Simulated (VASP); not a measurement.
# CaO (Pm-3m) in VASP: G0W0 quasiparticle levels with LDA

Aim: the G0W0 quasiparticle levels of CaO with LDA.

Program: VASP 6.6.1. These are calculated values, not measurements. Logs are shortened: lines on timing, memory, paths and dates and some standing lists are left out, and cuts for length are marked.

### Step 1. The cell of the first run

The structure is cubic, space group Pm-3m (No. 221). The conventional cell has a = 2.903 Å, b = 2.903 Å, c = 2.903 Å, α = 90.00°, β = 90.00°, γ = 90.00°. Ca (site symmetry m-3m) has 8 O at 2.51 Å and 6 Ca at 2.90 Å within 3.3 Å. O (site symmetry m-3m) has 8 Ca at 2.51 Å and 6 O at 2.90 Å within 3.3 Å.

### Step 2. G0W0 quasiparticle levels, LDA

The input, POSCAR:

```
CaO
1.0
    2.9032089683      0.0000000000      0.0000000000
    0.0000000000      2.9032089683      0.0000000000
    0.0000000000      0.0000000000      2.9032089683
Ca O
1 1
Direct
    0.0000000000      0.0000000000      0.0000000000
    0.5000000000      0.5000000000      0.5000000000
```

The input, INCAR.step1:

```
  PREC = Accurate
  ENCUT = 500
  EDIFF = 1E-8
  ISMEAR = 0
  SIGMA = 0.01
  LREAL = False
  LASPH = True
  NELM = 60
  ALGO = Normal
  LWAVE = True
  LCHARG = False
  GGA = CA
```

The input, INCAR.step2:

```
  PREC = Accurate
  ENCUT = 500
  EDIFF = 1E-8
  ISMEAR = 0
  SIGMA = 0.01
  LREAL = False
  LASPH = True
  NELM = 1
  ALGO = Exact
  LWAVE = True
  LCHARG = False
  GGA = CA
  NBANDS = 100
  LOPTICS = True
  ISTART = 1
```

The input, INCAR.step3:

```
  PREC = Accurate
  ENCUT = 500
  EDIFF = 1E-8
  ISMEAR = 0
  SIGMA = 0.01
  LREAL = False
  LASPH = True
  ALGO = EVGW0
  LWAVE = False
  LCHARG = False
  GGA = CA
  NELMGW = 1
  NBANDS = 100
  ENCUTGW = 140.0
  NOMEGA = 96
  PRECFOCK = Fast
  ISTART = 1
  NBANDSGW = 16
  OMEGAMAX = 30
```

The input, KPOINTS:

```
regular mesh
0
Gamma
  4 4 4
```

Potentials or basis: VASP PAW LDA potentials, release 64 (Ca_sv_GW, O_GW).

Command:

```sh
cat potpaw_LDA.64/Ca_sv_GW/POTCAR potpaw_LDA.64/O_GW/POTCAR > POTCAR
cp INCAR.step1 INCAR
mpirun -np 1 vasp_std > vasp.out
cp INCAR.step2 INCAR
mpirun -np 1 vasp_std > vasp.out
cp INCAR.step3 INCAR
mpirun -np 1 vasp_std > vasp.out
```

OUTCAR:

```text
PREC = Accurate
   ENCUT = 500
   EDIFF = 1E-8
   ISMEAR = 0
   LREAL = False
   LASPH = True
   GGA = CA
   NELMGW = 1
   ENCUTGW = 140.0
   PRECFOCK = Fast
   ISTART = 1

 ion  position               nearest neighbor table
   1  0.000  0.000  0.000-   2 2.51   2 2.51   2 2.51   2 2.51   2 2.51   2 2.51   2 2.51   2 2.51

   2  0.500  0.500  0.500-   1 2.51   1 2.51   1 2.51   1 2.51   1 2.51   1 2.51   1 2.51   1 2.51

  LATTYP: Found a simple cubic cell.
 ALAT       =     2.9032089683

  Lattice vectors:

 A1 = (   2.9032089683,   0.0000000000,   0.0000000000)
 A2 = (   0.0000000000,   2.9032089683,   0.0000000000)
 A3 = (   0.0000000000,   0.0000000000,   2.9032089683)

Analysis of symmetry for initial positions (statically):
=====================================================================
 Subroutine PRICEL returns:
 Original cell was already a primitive cell.

 Routine SETGRP: Setting up the symmetry group for a
 simple cubic supercell.

 Subroutine GETGRP returns: Found 48 space group operations
 (whereof 48 operations were pure point group operations)
 out of a pool of 48 trial point group operations.

The static configuration has the point symmetry O_h .

Analysis of symmetry for dynamics (positions and initial velocities):
=====================================================================
 Subroutine PRICEL returns:
 Original cell was already a primitive cell.

 Routine SETGRP: Setting up the symmetry group for a
 simple cubic supercell.

 Subroutine GETGRP returns: Found 48 space group operations
 (whereof 48 operations were pure point group operations)
 out of a pool of 48 trial point group operations.

The dynamic configuration has the point symmetry O_h .

 Subroutine INISYM returns: Found 48 space group operations
 (whereof 48 operations are pure point group operations),
 and found     1 'primitive' translations

----------------------------------------------------------------------------------------

                                     Primitive cell

  volume of cell :      24.4701

  direct lattice vectors                    reciprocal lattice vectors
     2.903208968  0.000000000  0.000000000     0.344446442  0.000000000  0.000000000
     0.000000000  2.903208968  0.000000000     0.000000000  0.344446442  0.000000000
     0.000000000  0.000000000  2.903208968     0.000000000  0.000000000  0.344446442

  length of vectors
     2.903208968  2.903208968  2.903208968     0.344446442  0.344446442  0.344446442

  position of ions in fractional coordinates (direct lattice)
     0.000000000  0.000000000  0.000000000
     0.500000000  0.500000000  0.500000000

  ion indices of the primitive-cell ions
   primitive index   ion index
                 1           1
                 2           2

----------------------------------------------------------------------------------------

 KPOINTS: regular mesh

Automatic generation of k-mesh.
 Grid dimensions read from file:
 generate k-points for:    4    4    4

 Generating k-lattice:

  Cartesian coordinates                     Fractional coordinates (reciprocal lattice)
     0.086111611  0.000000000  0.000000000     0.250000000  0.000000000  0.000000000
     0.000000000  0.086111611  0.000000000     0.000000000  0.250000000  0.000000000
     0.000000000  0.000000000  0.086111611     0.000000000  0.000000000  0.250000000

  Length of vectors
     0.086111611  0.086111611  0.086111611

  Shift w.r.t. Gamma in fractional coordinates (k-lattice)
     0.000000000  0.000000000  0.000000000

 Subroutine IBZKPT returns following result:
 ===========================================

 Found     10 irreducible k-points:

 Following reciprocal coordinates:
            Coordinates               Weight
  0.000000  0.000000  0.000000      1.000000
  0.250000  0.000000  0.000000      6.000000
  0.500000  0.000000  0.000000      3.000000
  0.250000  0.250000  0.000000     12.000000
  0.500000  0.250000  0.000000     12.000000
  0.500000  0.500000  0.000000      3.000000
  0.250000  0.250000  0.250000      8.000000
  0.500000  0.250000  0.250000     12.000000
  0.500000  0.500000  0.250000      6.000000
  0.500000  0.500000  0.500000      1.000000
   k-points           NKPTS =     10   k-points in BZ     NKDIM =     64   number of bands    NBANDS=    100
   number of dos      NEDOS =    301   number of ions     NIONS =      2
   total plane-waves  NPLWV =  13824
   dimension x,y,z NGX =    24 NGY =   24 NGZ =   24
   dimension x,y,z NGXF=    48 NGYF=   48 NGZF=   48
   ions per type =               1   1
   NGX,Y,Z   is equivalent  to a cutoff of  13.74, 13.74, 13.74 a.u.
   NGXF,Y,Z  is equivalent  to a cutoff of  27.49, 27.49, 27.49 a.u.
 SYSTEM =  unknown system
   PREC   = accura    normal or accurate (medium, high low for compatibility)
   ISTART =      1    job   : 0-new  1-cont  2-samecut
   ICHARG =      0    charge: 1-file 2-atom 10-const
   ISPIN  =      1    spin polarized calculation?
   LNONCOLLINEAR =      F non collinear calculations
   LSORBIT =      F    spin-orbit coupling
   LASPH  =      T    aspherical Exc in radial PAW
   ENCUT  =  500.0 eV  36.75 Ry    6.06 a.u.   5.29  5.29  5.29*2*pi/ulx,y,z
   NELM   =     60;   NELMIN=  2; NELMDL=  0     # of ELM steps
   EDIFF  = 0.1E-07   stopping-criterion for ELM
   LREAL  =      F    real-space projection
   EDIFFG = 0.1E-06   stopping-criterion for IOM
   NSW    =      0    number of steps for IOM
   IBRION =     -1    ionic relax: 0-MD 1-quasi-New 2-CG
   NFREE  =      0    steps in history (QN), initial steepest desc. (CG)
   ISIF   =      0    stress and relaxation
   ISYM   =      3    0-nonsym 1-usesym 2-fastsym
   POTIM  = 0.5000    time-step for ionic-motion
   TEBEG  =    0.0;   TEEND  =   0.0 temperature during run
   PSTRESS=    0.0 pullay stress
   NELECT =      16.0000    total number of electrons
   NUPDOWN=      -1.0000    fix difference up-down
   EMIN   =  10.00;   EMAX   =-10.00  energy-range for DOS
   EFERMI =   0.00;   METHOD = LEGACY
   ISMEAR =     0;   SIGMA  =   0.01  broadening in eV -4-tet -1-fermi 0-gaus
   EFERMI_NEDOS =   21; number of points for ismear=-14 and -15
   IALGO  =     38    algorithm
   IMIX   =      4    mixing-type and parameters
     AMIX     =   0.40;   BMIX     =  1.00
     AMIX_MAG =   1.60;   BMIX_MAG =  1.00
  volume/ion in A,a.u.               =      12.24        82.57
  Fermi-wavevector in a.u.,A,eV,Ry     =   1.420921  2.685151 27.470378  2.019016
  Thomas-Fermi vector in A             =   2.541785
   LORBIT       =      0    0 simple, 1 ext, 2 COOP (PROOUT), +10 PAW based schemes
   GGA     = CA    functional components
   LHFCALC =     T    Hartree Fock is set to
   PRECFOCK=fast      Normal, Fast or Accurate (Low or Medium for compatibility)
   ENCUT4O =  -1.0   cutoff for four orbital integrals eV
   NKREDX  =     1    reduce k-point grid by
   NKREDY  =     1    reduce k-point grid by
   NKREDZ  =     1    reduce k-point grid by
   AEXX    =    1.0000 exact exchange contribution
   HFSCREEN=    0.0000 screening length (either q_TF or 0.3 A-1)
   HFSCREENC=   0.0000 screening length for correlation (either q_TF or 0.3 A-1)
   ENCUTFOCK=  -1.0 apply spherical cutoff to Coloumb kernel
   IVDW    =     0    specifies the selected vdW correction
   LEPSILON=     F    determine dielectric tensor
   LRPA    =     F    only Hartree local field effects (RPA)
   LRPAFORCE           =     F    calculate RPA forces
   ENCUTGW             = 140.0    cutoff for response function in eV
   ENCUTGWSOFT         = 112.0    soft cutoff for Coulomb kernel in GW response function in eV
   ENCUTLF             =  -1.0    cutoff for local field effects
   NELMGW              =     1    number of iterations in solving QP/BSE equation
   NELMHF              =     1    number of iterations in the inner HF iteration
   NKREDLFX            =     1    NKREDLFY  =   1   NKREDLFZ  =   1
 non-spin polarized calculation
 Gauss-broadening in eV      SIGMA  =   0.01
  energy-cutoff  :      500.00
  volume of cell :       24.47
 maximum number of plane-waves:       630
 NGX is ok and might be reduce to    24
  NGX = 12; NGY = 12; NGZ = 12
   NGX = 11   NGY = 11   NGZ = 11
 maximum number of plane-waves:       100

 QP shifts <psi_nk| G(iteration)W_0 |psi_nk>: iteration 1
 for sc-GW calculations column KS-energies equals QP-energies in previous step
 and V_xc(KS)=  KS-energies - (<T + V_ion + V_H > + <T+V_H+V_ion>^1  + <V_x>^1)

 k-point   1 :       0.0000    0.0000    0.0000
  band No.  KS-energies  QP-energies   sigma(KS)   V_xc(KS)     V^pw_x(r,r')   Z            occupation Imag(sigma)

      1     -32.3603     -33.6856     -22.4042     -20.1629     -34.2035       0.5913       2.0000       0.7269
      2     -13.0690     -14.9759     -22.7856     -20.1850     -28.0758       0.7332       2.0000       0.1958
      3     -13.0690     -14.9759     -22.7856     -20.1850     -28.0758       0.7332       2.0000       0.1958
      4     -13.0690     -14.9759     -22.7856     -20.1850     -28.0758       0.7332       2.0000       0.1958
      5      -9.7482     -11.3870     -21.1491     -18.6181     -30.2107       0.6475       2.0000       0.7473
      6       6.0755       5.4781     -20.2016     -19.4011     -24.4980       0.7463       2.0000       0.1017
[... 8 lines left out ...]
     15      25.5223      27.9282     -10.8072     -13.7769      -5.0807       0.8101       0.0000      -0.7172
     16      25.5223      27.9282     -10.8072     -13.7769      -5.0807       0.8101       0.0000      -0.7172

 k-point   2 :       0.2500    0.0000    0.0000
  band No.  KS-energies  QP-energies   sigma(KS)   V_xc(KS)     V^pw_x(r,r')   Z            occupation Imag(sigma)

      1     -32.2705     -33.6055     -22.4922     -20.2322     -34.2591       0.5907       2.0000       0.7049
      2     -13.9389     -15.6766     -21.7533     -19.2939     -27.7527       0.7065       2.0000       0.3158
      3     -13.0028     -14.9124     -22.8440     -20.2476     -28.1137       0.7355       2.0000       0.1831
      4     -13.0028     -14.9124     -22.8440     -20.2476     -28.1137       0.7355       2.0000       0.1831
      5      -9.0637     -10.8119     -22.0100     -19.4104     -30.4665       0.6725       2.0000       0.6895
      6       3.9554       3.2449     -17.7507     -16.7821     -21.8798       0.7335       2.0000       0.1274
[... 8 lines left out ...]
     15      22.6974      24.2056      -9.3399     -11.0653      -3.9983       0.8742       0.0000      -0.5333
     16      23.5640      25.9100     -13.0014     -15.7861      -6.6870       0.8425       0.0000      -0.9278

 k-point   3 :       0.5000    0.0000    0.0000
  band No.  KS-energies  QP-energies   sigma(KS)   V_xc(KS)     V^pw_x(r,r')   Z            occupation Imag(sigma)

      1     -32.1781     -33.5389     -22.5848     -20.3054     -34.3183       0.5970       2.0000       0.6822
      2     -14.6374     -16.2763     -21.0968     -18.7450     -27.4807       0.6969       2.0000       0.4085
      3     -12.9352     -14.8415     -22.9060     -20.3125     -28.1516       0.7351       2.0000       0.1704
      4     -12.9352     -14.8415     -22.9060     -20.3125     -28.1516       0.7351       2.0000       0.1704
      5      -8.4856     -10.3081     -22.6454     -19.9893     -30.8049       0.6862       2.0000       0.6427
      6       2.4990       1.7140     -16.7784     -15.6784     -21.2646       0.7137       2.0000       0.1830
[... 114 lines left out ...]
      1     -31.9387     -33.3701     -22.8392     -20.4817     -34.4671       0.6072       2.0000       0.6855
      2     -13.9580     -15.8201     -22.0160     -19.4427     -27.4851       0.7236       2.0000       0.2248
      3     -13.9580     -15.8201     -22.0160     -19.4427     -27.4851       0.7236       2.0000       0.2248
      4     -13.3512     -15.2385     -22.5386     -19.9607     -27.8520       0.7321       2.0000       0.1763
      5      -8.7640     -10.4953     -22.0506     -19.4195     -30.9149       0.6580       2.0000       0.6928
      6       3.5347       2.8028     -17.9107     -16.9052     -22.3241       0.7279       2.0000       0.1431
[... 8 lines left out ...]
     15      19.6809      21.0131     -12.0585     -13.7727      -6.3448       0.7771       0.0000      -0.3979
     16      20.8547      22.9074     -12.6443     -15.2313      -6.3747       0.7935       0.0000      -0.7334

 k-point  10 :       0.5000    0.5000    0.5000
  band No.  KS-energies  QP-energies   sigma(KS)   V_xc(KS)     V^pw_x(r,r')   Z            occupation Imag(sigma)

      1     -31.8616     -33.3104     -22.9196     -20.5381     -34.5174       0.6083       2.0000       0.6802
      2     -13.8404     -15.6896     -22.1260     -19.5726     -27.5402       0.7242       2.0000       0.1857
      3     -13.8404     -15.6896     -22.1260     -19.5726     -27.5402       0.7242       2.0000       0.1857
      4     -13.8404     -15.6896     -22.1260     -19.5726     -27.5402       0.7242       2.0000       0.1857
      5      -8.4644     -10.2167     -22.4063     -19.7317     -31.2134       0.6552       2.0000       0.6680
      6       2.8902       2.1959     -17.1414     -16.1760     -21.5781       0.7192       2.0000       0.1675
[... 8 lines left out ...]
     15      18.6342      19.7856     -10.5506     -11.9878      -5.1688       0.8012       0.0000      -0.3003
     16      18.6342      19.7856     -10.5506     -11.9878      -5.1688       0.8012       0.0000      -0.3003
```

Wall time 46 s (1 thread of Intel Xeon Platinum 8488C (Sapphire Rapids), shared host); peak memory 0.23 GiB.

What came out:

```yaml
Quasiparticle_gap: 5.01 eV
Least_direct_quasiparticle_gap: 5.37 eV
Band_gap_of_the_starting_levels_on_the_mesh: 2.59 eV
Least_direct_gap_of_the_starting_levels_on_the_mesh: 2.90 eV
```

Caveat: the k points lie up to 0.54 Å⁻¹ apart; bands, screening cutoff and mesh are small and nothing is extrapolated, so the quasiparticle values aren't converged.
